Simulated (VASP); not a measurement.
# ZnS (P1) in VASP: a series of runs, part 2 of 2

VASP 6.6.1.

**4. Single point, PBE**

Input file INCAR:

```
PREC = Accurate
ENCUT = 520
EDIFF = 1E-7
ISMEAR = -1
SIGMA = 0.0689
LREAL = Auto
LASPH = T
NELM = 60
ALGO = Normal
ISIF = 2
LWAVE = F
LCHARG = T
GGA = PE
LELF = T
LVHAR = T
NBANDS = 96
```

Input file KPOINTS:

```
Automatic mesh
0
Gamma
  2 2 1
  0.5 0.5 0
```

Input file POSCAR:

```
ZnS
1.0
    0.0000000000     -6.6360917826      0.0000000000
    5.7470240656     -3.3180458913      0.0000000000
    0.0000000000     -2.2120305942      9.4138830691
Zn S
9 9
Direct
    0.6422435800      0.6558862390      0.9784082649
    0.3476121406      0.3105135770      0.9921800527
   -0.0019917035      0.0325678121      0.9811630262
    0.4537375615      0.6947122466      0.6870853348
    0.1504216444      0.3129732849      0.6510901989
    0.8059336551      0.9856925837      0.6406484928
    0.2696033836      0.6351751721      0.3149417704
    0.8939436107      0.3294536404      0.3188160484
    0.5463960900      0.9756780093      0.3221628076
    0.5945145451      0.6571754280      0.2172495648
    0.2572379381      0.3268091413      0.2463730411
    0.9197187744     -0.0044181127      0.2623473206
    0.1677060748      0.6470350494      0.5541063089
    0.7833625477      0.3686267842      0.5799985999
    0.4709328425      0.0020353143      0.5646916327
    0.3146272602      0.6857940658      0.9228481952
    0.0266417457      0.3547964958      0.8950436221
    0.7095482735      1.0137009926      0.9036073571
```

Potentials or basis: VASP PAW PBE potentials, release 64 (Zn, S).

Run with:

```console
$ cat potpaw_PBE.64/Zn/POTCAR potpaw_PBE.64/S/POTCAR > POTCAR
$ mpirun -np 1 vasp_std > vasp.out
```

OUTCAR:

```text
PREC = Accurate
   ENCUT = 520
   EDIFF = 1E-7
   ISMEAR = -1
   LREAL = Auto
   LASPH = T
   NELM = 60
   ISIF = 2
   GGA = PE

 ion  position               nearest neighbor table
   1  0.642  0.656  0.978-  10 2.26  16 2.27  17 2.34  18 2.62
   2  0.348  0.311  0.992-  18 2.26  17 2.39  11 2.39  16 2.42
   3  0.998  0.033  0.981-  16 2.22  18 2.27  17 2.29  12 2.66
   4  0.454  0.695  0.687-  16 2.26  15 2.28  14 2.30  13 2.68
   5  0.150  0.313  0.651-  15 2.16  17 2.31  13 2.35  14 2.52
   6  0.806  0.986  0.641-  13 2.37  15 2.45  14 2.48  18 2.48
[... 10 lines left out ...]
  17  0.027  0.355  0.895-   3 2.29   5 2.31   1 2.34   2 2.39
  18  0.710  0.014  0.904-   2 2.26   3 2.27   6 2.48   1 2.62

  LATTYP: Found a base centered monoclinic cell.
 ALAT       =     6.6360917826
 B/A-ratio  =     1.7320508076
 C/A-ratio  =     1.4572248503
 COS(beta)  =    -0.2287452985

  Lattice vectors:

 A1 = (   5.7470240656,   3.3180458913,   0.0000000000)
 A2 = (  -5.7470240656,   3.3180458913,   0.0000000000)
 A3 = (   0.0000000000,  -2.2120305942,   9.4138830691)

Analysis of symmetry for initial positions (statically):
=====================================================================
 Subroutine PRICEL returns:
 Original cell was already a primitive cell.

 Routine SETGRP: Setting up the symmetry group for a
 base centered monoclinic supercell.

 Subroutine GETGRP returns: Found  1 space group operations
 (whereof  1 operations were pure point group operations)
 out of a pool of  4 trial point group operations.

The static configuration has the point symmetry C_1 .

Analysis of symmetry for dynamics (positions and initial velocities):
=====================================================================
 Subroutine PRICEL returns:
 Original cell was already a primitive cell.

 Routine SETGRP: Setting up the symmetry group for a
 base centered monoclinic supercell.

 Subroutine GETGRP returns: Found  1 space group operations
 (whereof  1 operations were pure point group operations)
 out of a pool of  4 trial point group operations.

The dynamic configuration has the point symmetry C_1 .

 Subroutine INISYM returns: Found  1 space group operations
 (whereof  1 operations are pure point group operations),
 and found     1 'primitive' translations

----------------------------------------------------------------------------------------

                                     Primitive cell

  volume of cell :     359.0246

  direct lattice vectors                    reciprocal lattice vectors
     0.000000000 -6.636091783  0.000000000    -0.087001550 -0.150691104 -0.035408697
     5.747024066 -3.318045891  0.000000000     0.174003099  0.000000000  0.000000000
     0.000000000 -2.212030594  9.413883069     0.000000000  0.000000000  0.106226091

  length of vectors
     6.636091783  6.636091783  9.670277855     0.177569295  0.174003099  0.106226091

  position of ions in fractional coordinates (direct lattice)
     0.642243580  0.655886239  0.978408265
     0.347612141  0.310513577  0.992180053
     0.998008296  0.032567812  0.981163026
     0.453737561  0.694712247  0.687085335
     0.150421644  0.312973285  0.651090199
[... 58 lines left out ...]

 Found      4 irreducible k-points:

 Following reciprocal coordinates:
            Coordinates               Weight
  0.250000  0.250000  0.000000      2.000000
 -0.250000  0.000000 -0.000000      2.000000
 -0.250000  0.250000 -0.000000      2.000000
  0.250000  0.500000  0.000000      2.000000
   k-points           NKPTS =      4   k-points in BZ     NKDIM =      4   number of bands    NBANDS=     96
   number of dos      NEDOS =    301   number of ions     NIONS =     18
   total plane-waves  NPLWV = 180000
   dimension x,y,z NGX =    50 NGY =   50 NGZ =   72
   dimension x,y,z NGXF=   100 NGYF=  100 NGZF=  144
   ions per type =               9   9
   NGX,Y,Z   is equivalent  to a cutoff of  12.53, 12.53, 12.38 a.u.
   NGXF,Y,Z  is equivalent  to a cutoff of  25.05, 25.05, 24.76 a.u.
 SYSTEM =  unknown system
   PREC   = accura    normal or accurate (medium, high low for compatibility)
   ISTART =      0    job   : 0-new  1-cont  2-samecut
   ICHARG =      2    charge: 1-file 2-atom 10-const
   ISPIN  =      1    spin polarized calculation?
   LNONCOLLINEAR =      F non collinear calculations
   LSORBIT =      F    spin-orbit coupling
   LASPH  =      T    aspherical Exc in radial PAW
   ENCUT  =  520.0 eV  38.22 Ry    6.18 a.u.  12.34 12.34 17.98*2*pi/ulx,y,z
   NELM   =     60;   NELMIN=  2; NELMDL= -5     # of ELM steps
   EDIFF  = 0.1E-06   stopping-criterion for ELM
   LREAL  =      T    real-space projection
   EDIFFG = 0.1E-05   stopping-criterion for IOM
   NSW    =      0    number of steps for IOM
   IBRION =     -1    ionic relax: 0-MD 1-quasi-New 2-CG
   NFREE  =      0    steps in history (QN), initial steepest desc. (CG)
   ISIF   =      2    stress and relaxation
   ISYM   =      2    0-nonsym 1-usesym 2-fastsym
   POTIM  = 0.5000    time-step for ionic-motion
   TEBEG  =    0.0;   TEEND  =   0.0 temperature during run
   PSTRESS=    0.0 pullay stress
   NELECT =     162.0000    total number of electrons
   NUPDOWN=      -1.0000    fix difference up-down
   EMIN   =  10.00;   EMAX   =-10.00  energy-range for DOS
   EFERMI =   0.00;   METHOD = LEGACY
   ISMEAR =    -1;   SIGMA  =   0.07  broadening in eV -4-tet -1-fermi 0-gaus
   EFERMI_NEDOS =   21; number of points for ismear=-14 and -15
   IALGO  =     38    algorithm
   IMIX   =      4    mixing-type and parameters
     AMIX     =   0.40;   BMIX     =  1.00
     AMIX_MAG =   1.60;   BMIX_MAG =  1.00
  volume/ion in A,a.u.               =      19.95       134.60
  Fermi-wavevector in a.u.,A,eV,Ry     =   1.255659  2.372852 21.452033  1.576680
  Thomas-Fermi vector in A             =   2.389405
   LORBIT       =      0    0 simple, 1 ext, 2 COOP (PROOUT), +10 PAW based schemes
   GGA     = PE    functional components
   LHFCALC =     F    Hartree Fock is set to
   AEXX    =    0.0000 exact exchange contribution
   IVDW    =     0    specifies the selected vdW correction
   LEPSILON=     F    determine dielectric tensor
   LRPA    =     F    only Hartree local field effects (RPA)
 non-spin polarized calculation
  energy-cutoff  :      520.00
  volume of cell :      359.02
 maximum number of plane-waves:      9670
 NGX is ok and might be reduce to    50
   NGX = 25   NGY = 25   NGZ = 35

 number of electron     162.0000005 magnetization

 Free energy of the ion-electron system (eV)
  ---------------------------------------------------
  ext. energy  EPLUGINS =         0.00000000
  ---------------------------------------------------
  free energy    TOTEN  =       -60.04500334 eV

  energy without entropy =      -60.04500334  energy(sigma->0) =      -60.04500334

 E-fermi :   3.4465     XC(G=0):  -9.5895

 val. band max:        1.9300740782   @ k =  -0.2500   0.0000  -0.0000
 cond. band min:       4.9322194175   @ k =   0.2500   0.2500   0.0000
 fundamental gap:      3.0021453393
 Fermi energy:         3.4465372370

 k-point     1 :       0.2500    0.2500    0.0000
  band No.  band energies     occupation
      1     -11.1609      2.00000
      2     -10.7171      2.00000
      3     -10.5805      2.00000
      4     -10.4006      2.00000
      5     -10.1941      2.00000
      6      -9.9984      2.00000
[... 373 lines left out ...]
     92       7.0192      0.00000
     93       7.4023      0.00000
 [bands above 93 left out]

------------------------ aborting loop because EDIFF is reached ----------------------------------------

  FORCE on cell =-STRESS in cart. coord.  units (eV):
  Direction    XX          YY          ZZ          XY          YZ          ZX
  --------------------------------------------------------------------------------------
  -------------------------------------------------------------------------------------
  Total        6.1423042      3.4124834      2.5364765      1.0101781      0.5501613      1.7131830
  in kB       27.4105472     15.2284930     11.3192389      4.5080042      2.4551411      7.6452225
  external PRESSURE =      17.9860930 kB  Pullay stress =       0.0000000 kB

 VOLUME and BASIS-vectors are now :
 -----------------------------------------------------------------------------
  energy-cutoff  :      520.00
  volume of cell :      359.02
      direct lattice vectors                 reciprocal lattice vectors
     0.000000000 -6.636091783  0.000000000    -0.087001550 -0.150691104 -0.035408697
     5.747024066 -3.318045891  0.000000000     0.174003099  0.000000000  0.000000000
     0.000000000 -2.212030594  9.413883069     0.000000000  0.000000000  0.106226091

 POSITION                                       TOTAL-FORCE (eV/Angst)
 -----------------------------------------------------------------------------------
      3.76939     -8.60252      9.21062         0.505437     -0.868846     -0.356165
      1.78453     -5.53182      9.34027         0.394638      0.317145      0.307438
      0.18717     -8.90130      9.23655         0.410300      0.244532      1.199216
      3.99253     -6.83599      6.46814        -0.480219      0.763265     -0.805883
      1.79867     -3.47690      6.12929         1.435957      1.097504     -0.084955
      5.66480    -10.03596      6.03099         0.419900     -0.171628     -0.065279
[... 10 lines left out ...]
      2.03902     -3.33389      8.42584        -0.160269     -0.221400      0.341635
      0.07874     -6.75290      8.50645        -0.724418      1.029616     -0.568794
 -----------------------------------------------------------------------------------
    total drift:                                0.001111     -0.003529     -0.007693

  FREE ENERGIE OF THE ION-ELECTRON SYSTEM (eV)
  ---------------------------------------------------
  free  energy   TOTEN  =       -60.0450033410 eV

  energy  without entropy=      -60.0450033398  energy(sigma->0) =      -60.04500334
```

Wall time 3.8 min (1 thread of AMD EPYC 9R45 (Zen 5), shared host); peak memory 0.41 GiB.

Results:

```
Free energy            : -60.0450 eV
Pressure               : 1.8 GPa
Largest force          : 1.809 eV/Å
Band gap on the k mesh : 3.00 eV
```

Forces on the atoms (eV/Å):
```
Zn   0.505 -0.869 -0.356
Zn   0.395  0.317  0.307
Zn   0.410  0.245  1.199
Zn  -0.480  0.763 -0.806
Zn   1.436  1.098 -0.085
Zn   0.420 -0.172 -0.065
Zn   0.740  0.831  0.103
Zn   0.340 -0.023  0.580
Zn   0.239 -0.726 -0.429
S   -0.159 -0.880  0.547
S   -0.389  0.440 -0.764
S   -0.399  0.504 -1.111
S    0.626 -0.305  1.442
S   -1.061 -0.553 -0.284
S   -0.976 -0.919  0.298
S   -0.763 -0.559 -0.348
S   -0.160 -0.221  0.342
S   -0.724  1.030 -0.569
```

Stress tensor (GPa, compression positive):
```
2.74 0.45 0.76
0.45 1.52 0.25
0.76 0.25 1.13
```

Caveat: the k points lie up to 0.67 Å⁻¹ apart; the atoms stand as in a frame of molecular dynamics; a shifted mesh leaves out Γ, where band edges can lie; forces of over 1 eV/Å act on the atoms, so gaps and moduli don't describe the material at rest. A k mesh can miss the band edges.

**5. The runs side by side**

```tsv
cell	gap on the mesh (eV)	pressure (GPa)	largest force (eV/Å)
as given, atomic positions A	3.07	2.6	2.70
as given, atomic positions B	3.06	2.0	1.79
as given, atomic positions C	3.00	1.8	1.81
```

Alike in all rows: task single point; level PBE; potentials or basis VASP PAW PBE potentials, release 64 (Zn, S); no spin polarisation; k mesh 2 × 2 × 1, shifted; cutoff (eV) 520; smearing fermi-dirac 0.0689 eV.

Caveats: all runs use coarse meshes; the atoms stand as in a frame of molecular dynamics; a shifted mesh leaves out Γ, where band edges can lie; forces of over 1 eV/Å act on the atoms, so gaps and moduli don't describe the material at rest.

Total energies depend on the potentials used, so only differences within one code and one set of settings carry meaning.
